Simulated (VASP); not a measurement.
# Sn (P6/mmm) in VASP: notebook

Runs on Sn. Level: BLYP. Tasks: single point.

All numbers are computed with VASP 6.6.1; they aren't measurements. Logs are shortened: lines on timing, memory, paths and dates and some standing lists are left out, and cuts for length are marked.

### Step 1. The cell of the first run

The structure is hexagonal, space group P6/mmm (No. 191). Conventional cell: a = 5.459 Å, b = 5.459 Å, c = 3.172 Å, α = 90.00°, β = 90.00°, γ = 120.00°. Within 4.2 Å of Sn (site symmetry 6/mmm) lie 14 Sn at 3.17 to 3.53 Å. Within 4.1 Å of Sn (site symmetry -6m2) lie 11 Sn at 3.15 to 3.53 Å.

### Step 2. Single point, BLYP (volume scaled by 0.88)

File INCAR:

```
SYSTEM = Sn
PREC = Accurate
ENCUT = 520
EDIFF = 1E-6
ISMEAR = -1
SIGMA = 0.1
LREAL = .FALSE.
LASPH = .TRUE.
NELM = 60
ALGO = Normal
ISIF = 2
LWAVE = .FALSE.
LCHARG = .TRUE.
GGA = B5
ALDAX = 1.0
AGGAX = 1.0
AGGAC = 1.0
ALDAC = 0.0
LELF = .TRUE.
LVHAR = .TRUE.
NBANDS = 28
```

File KPOINTS:

```
regular mesh
0
G
  7 7 11
  0 0 0
```

File POSCAR:

```
Sn
1.0
    5.4593339496      0.0000000000      0.0000000000
   -2.7296669748      4.7279218881      0.0000000000
    0.0000000000      0.0000000000      3.1716252651
Sn
3
Direct
    1.0000000000      1.0000000000      0.0000000000
    0.3333333333      0.6666666667      0.5000000000
    0.6666666667      0.3333333333      0.5000000000
```

Potentials or basis: VASP PAW PBE potentials, release 64 (Sn_d).

The run is started by

```sh
> cat potpaw_PBE.64/Sn_d/POTCAR > POTCAR
> mpirun -np 1 vasp_std > vasp.out
```

OUTCAR:

```text
SYSTEM = Sn
   PREC = Accurate
   ENCUT = 520
   EDIFF = 1E-6
   ISMEAR = -1
   LREAL = .FALSE.
   LASPH = .TRUE.
   NELM = 60
   ISIF = 2
   GGA = B5

 ion  position               nearest neighbor table
   1  0.000  0.000  0.000-   2 3.53   3 3.53   2 3.53   3 3.53   3 3.53   3 3.53   2 3.53   2 3.53
                             3 3.53   3 3.53   2 3.53   2 3.53
   2  0.333  0.667  0.500-   3 3.15   3 3.15   3 3.15   1 3.53   1 3.53   1 3.53   1 3.53   1 3.53
                             1 3.53
   3  0.667  0.333  0.500-   2 3.15   2 3.15   2 3.15   1 3.53   1 3.53   1 3.53   1 3.53   1 3.53
                             1 3.53

  LATTYP: Found a hexagonal cell.
 ALAT       =     5.4593339496
 C/A-ratio  =     0.5809546172

  Lattice vectors:

 A1 = (   5.4593339496,   0.0000000000,   0.0000000000)
 A2 = (  -2.7296669748,   4.7279218881,   0.0000000000)
 A3 = (   0.0000000000,   0.0000000000,   3.1716252651)

Analysis of symmetry for initial positions (statically):
=====================================================================
 Subroutine PRICEL returns:
 Original cell was already a primitive cell.

 Routine SETGRP: Setting up the symmetry group for a
 hexagonal supercell.

 Subroutine GETGRP returns: Found 24 space group operations
 (whereof 24 operations were pure point group operations)
 out of a pool of 24 trial point group operations.

The static configuration has the point symmetry D_6h.

Analysis of symmetry for dynamics (positions and initial velocities):
=====================================================================
 Subroutine PRICEL returns:
 Original cell was already a primitive cell.

 Routine SETGRP: Setting up the symmetry group for a
 hexagonal supercell.

 Subroutine GETGRP returns: Found 24 space group operations
 (whereof 24 operations were pure point group operations)
 out of a pool of 24 trial point group operations.

The dynamic configuration has the point symmetry D_6h.

 Subroutine INISYM returns: Found 24 space group operations
 (whereof 24 operations are pure point group operations),
 and found     1 'primitive' translations

----------------------------------------------------------------------------------------

                                     Primitive cell

  volume of cell :      81.8638

  direct lattice vectors                    reciprocal lattice vectors
     5.459333950  0.000000000  0.000000000     0.183172528  0.105754708  0.000000000
    -2.729666975  4.727921888  0.000000000     0.000000000  0.211509417  0.000000000
[... 80 lines left out ...]
   ICHARG =      2    charge: 1-file 2-atom 10-const
   ISPIN  =      1    spin polarized calculation?
   LNONCOLLINEAR =      F non collinear calculations
   LSORBIT =      F    spin-orbit coupling
   LASPH  =      T    aspherical Exc in radial PAW
   ENCUT  =  520.0 eV  38.22 Ry    6.18 a.u.  10.15 10.15  5.90*2*pi/ulx,y,z
   NELM   =     60;   NELMIN=  2; NELMDL= -5     # of ELM steps
   EDIFF  = 0.1E-05   stopping-criterion for ELM
   LREAL  =      F    real-space projection
   EDIFFG = 0.1E-04   stopping-criterion for IOM
   NSW    =      0    number of steps for IOM
   IBRION =     -1    ionic relax: 0-MD 1-quasi-New 2-CG
   NFREE  =      0    steps in history (QN), initial steepest desc. (CG)
   ISIF   =      2    stress and relaxation
   ISYM   =      2    0-nonsym 1-usesym 2-fastsym
   POTIM  = 0.5000    time-step for ionic-motion
   TEBEG  =    0.0;   TEEND  =   0.0 temperature during run
   PSTRESS=    0.0 pullay stress
   NELECT =      42.0000    total number of electrons
   NUPDOWN=      -1.0000    fix difference up-down
   EMIN   =  10.00;   EMAX   =-10.00  energy-range for DOS
   EFERMI =   0.00;   METHOD = LEGACY
   ISMEAR =    -1;   SIGMA  =   0.10  broadening in eV -4-tet -1-fermi 0-gaus
   EFERMI_NEDOS =   21; number of points for ismear=-14 and -15
   IALGO  =     38    algorithm
   IMIX   =      4    mixing-type and parameters
     AMIX     =   0.40;   BMIX     =  1.00
     AMIX_MAG =   1.60;   BMIX_MAG =  1.00
  volume/ion in A,a.u.               =      27.29       184.15
  Fermi-wavevector in a.u.,A,eV,Ry     =   1.310571  2.476621 23.369328  1.717597
  Thomas-Fermi vector in A             =   2.441092
   LORBIT       =      0    0 simple, 1 ext, 2 COOP (PROOUT), +10 PAW based schemes
   GGA     = B5    functional components
   LHFCALC =     F    Hartree Fock is set to
   AEXX    =    0.0000 exact exchange contribution
   IVDW    =     0    specifies the selected vdW correction
   LEPSILON=     F    determine dielectric tensor
   LRPA    =     F    only Hartree local field effects (RPA)
 non-spin polarized calculation
  energy-cutoff  :      520.00
  volume of cell :       81.86
 maximum number of plane-waves:      2225
 NGX is ok and might be reduce to    42
   NGX = 21   NGY = 21   NGZ = 11

 number of electron      42.0000023 magnetization

 Free energy of the ion-electron system (eV)
  ---------------------------------------------------
  ext. energy  EPLUGINS =         0.00000000
  ---------------------------------------------------
  free energy    TOTEN  =        -8.68211395 eV

  energy without entropy =       -8.61643757  energy(sigma->0) =       -8.64927576

 E-fermi :   8.5921     XC(G=0):  -9.7223

 val. band max:        8.5909361352   @ k =   0.4286  -0.0000   0.1818
 cond. band min:       8.5961066886   @ k =   0.2857  -0.0000   0.0000
 fundamental gap:      0.0051705534
 Fermi energy:         8.5920582632

 k-point     1 :       0.0000    0.0000    0.0000
  band No.  band energies     occupation
      1     -13.2261      2.00000
      2     -13.1210      2.00000
      3     -13.1210      2.00000
      4     -13.0525      2.00000
      5     -13.0525      2.00000
      6     -13.0440      2.00000
[... 733 lines left out ...]
     27      13.7762      0.00000
     28      17.2882      0.00000

 [... further k-points ...]
[... 5 lines left out ...]
  --------------------------------------------------------------------------------------
  -------------------------------------------------------------------------------------
  Total        2.6473666      2.6473666      3.5060032     -0.0000000      0.0000000     -0.0000000
  in kB       51.8122973     51.8122973     68.6168964     -0.0000000      0.0000000     -0.0000000
  external PRESSURE =      57.4138303 kB  Pullay stress =       0.0000000 kB

 VOLUME and BASIS-vectors are now :
 -----------------------------------------------------------------------------
  energy-cutoff  :      520.00
  volume of cell :       81.86
      direct lattice vectors                 reciprocal lattice vectors
     5.459333950  0.000000000  0.000000000     0.183172528  0.105754708  0.000000000
    -2.729666975  4.727921888  0.000000000     0.000000000  0.211509417  0.000000000
     0.000000000  0.000000000  3.171625265     0.000000000  0.000000000  0.315295761

 POSITION                                       TOTAL-FORCE (eV/Angst)
 -----------------------------------------------------------------------------------
      0.00000      0.00000      0.00000        -0.000000      0.000000     -0.000000
     -0.00000      3.15195      1.58581        -0.000000      0.000000     -0.000000
      2.72967      1.57597      1.58581         0.000000      0.000000      0.000000
 -----------------------------------------------------------------------------------
    total drift:                                0.000000      0.000000     -0.000000

  FREE ENERGIE OF THE ION-ELECTRON SYSTEM (eV)
  ---------------------------------------------------
  free  energy   TOTEN  =        -8.6821139524 eV

  energy  without entropy=       -8.6164375676  energy(sigma->0) =       -8.64927576
```

OSZICAR:

```text
N       E                     dE             d eps       ncg     rms          rms(c)
DAV:   1     0.382695593788E+03    0.38270E+03   -0.21512E+04  2700   0.234E+03
DAV:   2     0.378218601628E+02   -0.34487E+03   -0.33959E+03  2688   0.525E+02
DAV:   3    -0.679227562876E+01   -0.44614E+02   -0.43901E+02  3028   0.173E+02
DAV:   4    -0.866585328470E+01   -0.18736E+01   -0.18634E+01  3028   0.384E+01
DAV:   5    -0.873717081743E+01   -0.71318E-01   -0.71309E-01  3704   0.726E+00    0.235E+00
DAV:   6    -0.868866300658E+01    0.48508E-01   -0.94604E-02  3320   0.718E+00    0.123E+00
DAV:   7    -0.868236235786E+01    0.63006E-02   -0.86587E-02  3228   0.337E+00    0.229E-01
DAV:   8    -0.868195781728E+01    0.40454E-03   -0.56016E-03  2884   0.956E-01    0.131E-01
DAV:   9    -0.868209953439E+01   -0.14172E-03   -0.94142E-04  3072   0.299E-01    0.242E-02
DAV:  10    -0.868210807214E+01   -0.85377E-05   -0.62594E-05  3852   0.999E-02    0.119E-02
DAV:  11    -0.868211437492E+01   -0.63028E-05   -0.15071E-05  2876   0.415E-02    0.220E-03
DAV:  12    -0.868211395237E+01    0.42256E-06   -0.77196E-07  1740   0.103E-02
   1 F= -.86821140E+01 E0= -.86492758E+01  d E =-.656764E-01
```

Run time: 48 s. Hardware: 1 thread of Intel Xeon Platinum 8559C (Emerald Rapids), shared host; peak memory 0.23 GiB.

Results:

- Free energy: -8.6821 eV
- Pressure: 5.7 GPa
- Band gap on the k mesh: zero (band 21 reaches 10.32 eV, above the bottom of band 22 at 6.04 eV)

Stress tensor (GPa, compression positive):
```
5.18 0.00 0.00
0.00 5.18 0.00
0.00 0.00 6.86
```

Caveat: the PAW data sets were made with another functional, which shifts forces and pressure a little; spin-orbit coupling is left out, which moves the levels of the heavy elements.

### Step 3. Single point, BLYP (volume scaled by 0.92)

File INCAR:

```
PREC = Accurate
ENCUT = 520
EDIFF = 1E-6
ISMEAR = -1
SIGMA = 0.1
LREAL = F
LASPH = T
NELM = 60
ALGO = Normal
ISIF = 2
LWAVE = F
LCHARG = F
GGA = B5
ALDAX = 1.0
AGGAX = 1.0
AGGAC = 1.0
ALDAC = 0.0
NBANDS = 28
```

File KPOINTS:

```
Automatic mesh
0
Gamma
  7 7 11
```

File POSCAR:

```
Sn
1.0
    5.5408285606      0.0000000000      0.0000000000
   -2.7704142803      4.7984982915      0.0000000000
    0.0000000000      0.0000000000      3.2189699356
Sn
3
Direct
    1.0000000000      1.0000000000      0.0000000000
    0.3333333333      0.6666666667      0.5000000000
    0.6666666667      0.3333333333      0.5000000000
```

Potentials or basis: VASP PAW PBE potentials, release 64 (Sn_d).

The run is started by

```sh
> cat potpaw_PBE.64/Sn_d/POTCAR > POTCAR
> mpirun -np 1 vasp_std > vasp.out
```

Wall time 49 s (1 thread of Intel Xeon Platinum 8559C (Emerald Rapids), shared host); peak memory 0.24 GiB.

Results (log left out):

```
Free energy            : -8.7889 eV
Pressure               : 3.3 GPa
Band gap on the k mesh : zero (band 21 reaches 9.70 eV, above the bottom of band 22 at 5.65 eV)
```

Stress tensor (GPa, compression positive):
```
2.87 0.00 0.00
0.00 2.87 0.00
0.00 0.00 4.26
```

Levels at points of the mesh, in eV from the Fermi level:
| k point | band 18 | band 19 | band 20 | band 21 | band 22 | band 23 | band 24 | band 25 |
| --- | --- | --- | --- | --- | --- | --- | --- | --- |
| (0.00, 0.00, 0.00) | -5.82 | -2.46 | -2.46 | -2.39 | -2.39 | 3.61 | 6.88 | 6.88 |

Caveat: the PAW data sets were made with another functional, which shifts forces and pressure a little; spin-orbit coupling is left out, which moves the levels of the heavy elements.

### Step 4. Single point, BLYP (volume scaled by 0.96)

File INCAR:

```
SYSTEM = Sn
  PREC = Accurate
  ENCUT = 520
  EDIFF = 1E-6
  ISMEAR = -1
  SIGMA = 0.1
  LREAL = .FALSE.
  LASPH = .TRUE.
  NELM = 60
  ALGO = Normal
  ISIF = 2
  LWAVE = .FALSE.
  LCHARG = .FALSE.
  GGA = B5
  ALDAX = 1.0
  AGGAX = 1.0
  AGGAC = 1.0
  ALDAC = 0.0
  NBANDS = 28
```

File KPOINTS:

```
regular mesh
0
G
  7 7 11
  0 0 0
```

File POSCAR:

```
Sn
1.0
    5.6199939500      0.0000000000      0.0000000000
   -2.8099969750      4.8670575298      0.0000000000
    0.0000000000      0.0000000000      3.2649614341
Sn
3
Direct
    1.0000000000      1.0000000000      0.0000000000
    0.3333333333      0.6666666667      0.5000000000
    0.6666666667      0.3333333333      0.5000000000
```

The run is started by

```sh
> cat potpaw_PBE.64/Sn_d/POTCAR > POTCAR
> mpirun -np 1 vasp_std > vasp.out
```

Wall time 57 s (1 thread of Intel Xeon Platinum 8559C (Emerald Rapids), shared host); peak memory 0.24 GiB.

It converged, with:

| Item | Value |
| --- | --- |
| Free energy | -8.8456 eV |
| Pressure | 1.4 GPa |
| Band gap on the k mesh | zero (band 21 reaches 9.16 eV, above the bottom of band 22 at 5.30 eV) |

Stress tensor (GPa, compression positive):
```
1.05 0.00 0.00
0.00 1.05 0.00
0.00 0.00 2.17
```

Levels at points of the mesh, in eV from the Fermi level:
```csv
k point,band 17,band 18,band 19,band 20,band 21,band 22,band 23,band 24,band 25,band 26
"(0.00, 0.00, 0.00)",-6.14,-5.81,-2.30,-2.30,-2.23,-2.23,3.51,6.56,6.56,7.28
```

Caveat: the PAW data sets were made with another functional, which shifts forces and pressure a little; spin-orbit coupling is left out, which moves the levels of the heavy elements.

### Step 5. The runs side by side

| cell | gap on the mesh (eV) | pressure (GPa) |
| --- | --- | --- |
| a = 5.459, b = 5.459, c = 3.172 Å, angles 90.0, 90.0, 120.0°, 3 atoms | none | 5.7 |
| a = 5.541, b = 5.541, c = 3.219 Å, angles 90.0, 90.0, 120.0°, 3 atoms | none | 3.3 |
| a = 5.620, b = 5.620, c = 3.265 Å, angles 90.0, 90.0, 120.0°, 3 atoms | none | 1.4 |

Alike in all rows: task single point; level BLYP; potentials or basis VASP PAW PBE potentials, release 64 (Sn_d); no spin polarisation; k mesh 7 × 7 × 11; cutoff (eV) 520; smearing fermi-dirac 0.1 eV.

Caveats: the PAW data sets were made with another functional, which shifts forces and pressure a little; spin-orbit coupling is left out, which moves the levels of the heavy elements.

Absolute energies hang on the potentials; compare differences alone.
